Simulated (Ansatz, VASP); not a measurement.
# SnO in VASP and in Ansatz

Contents of INCAR:

```
PREC = Accurate ; ENCUT = 520
EDIFF = 1E-6 ; ISMEAR = 0
SIGMA = 0.02 ; LREAL = F
LASPH = T ; NELM = 60
ALGO = Normal ; ISIF = 2
LWAVE = F ; LCHARG = F
LDIPOL = T ; IDIPOL = 3
DIPOL = 0.5 0.5 0.500 ; GGA = PE
IVDW = 12 ; IBRION = 2
NSW = 60 ; EDIFFG = -0.01
```

Contents of KPOINTS:

```
Automatic mesh
0
Gamma
  6 6 1
```

Contents of POSCAR:

```
SnO
1.0
    4.0879982753     -0.0000154406      0.0000000000
    0.0000155172      4.0879982753      0.0000000000
    0.0000000000      0.0000000000     30.6349243850
Sn O
2 2
Direct
    0.7499972365      0.2500027635      0.4614157227
    0.2499972364      0.7500027635      0.5385842773
    0.2499972364      0.2500027636      0.5000000000
    0.7499972365      0.7500027636      0.5000000000
```

Input for Ansatz:

```yaml
crystal:
  lattice:
    - [4.0879982753, -1.54406e-05, 0.0]
    - [1.55172e-05, 4.0879982753, 0.0]
    - [0.0, 0.0, 30.634924385]
  atoms:
    - { symbol: Sn, position: [0.7499972365, 0.2500027635, 0.4614157227] }
    - { symbol: O, position: [0.2499972364, 0.2500027636, 0.5] }
    - { symbol: O, position: [0.7499972365, 0.7500027636, 0.5] }
    - { symbol: Sn, position: [0.2499972364, 0.7500027635, 0.5385842773] }
  periodic: [true, true, false]
basis:
  ecutwfc: 420
kpoints:
  mp_grid: { grid: [6, 6, 1] }
  band_path:
    path:
      - [0, 0, 0]
      - [0.5, 0, 0]
      - [0.5, 0.5, 0]
      - [0, 0.5, 0]
      - [0, 0, 0]
      - [0.5, 0.5, 0]
    npoints: 8
hamiltonian:
  xc: pbe
  dispersion: d3bj
scf:
  occupations: { method: gaussian, width: 0.02 }
output:
  forces: true
  stress: true
  eigenvalues: true
  write_density: true
  write_potential: true
  elf: true
  volumetric_format: npy
relax:
  adjacent_minimum: "off"
  f_tol: 0.01
  max_steps: 40
```

Change from the starting cell: biaxial strain +0.070, atoms relaxed.

Alike in both runs: task relaxation of the atoms; functional PBE; dispersion D3(BJ); k mesh 6 × 6 × 1; occupations gaussian, width 0.02 eV; no spin polarisation.

```csv
,VASP,Ansatz
version,VASP 6.6.1,Ansatz 0.2.0
potentials or method,"VASP PAW PBE potentials, release 64 (Sn_d, O), cutoff 520 eV","scalar-relativistic, plane waves, PAW"
valence electrons in the cell,40,40
```

Ansatz gave:

- gap on the k mesh at the Fermi level, each at its own relaxed structure (eV): 2.19

Question: Which values does VASP return?

Answer: gap on the k mesh at the Fermi level, each at its own relaxed structure (eV): 2.16.

Ansatz's warnings: stress scf threshold loose, structure snapped to symmetry, xc potential rough in thin density.
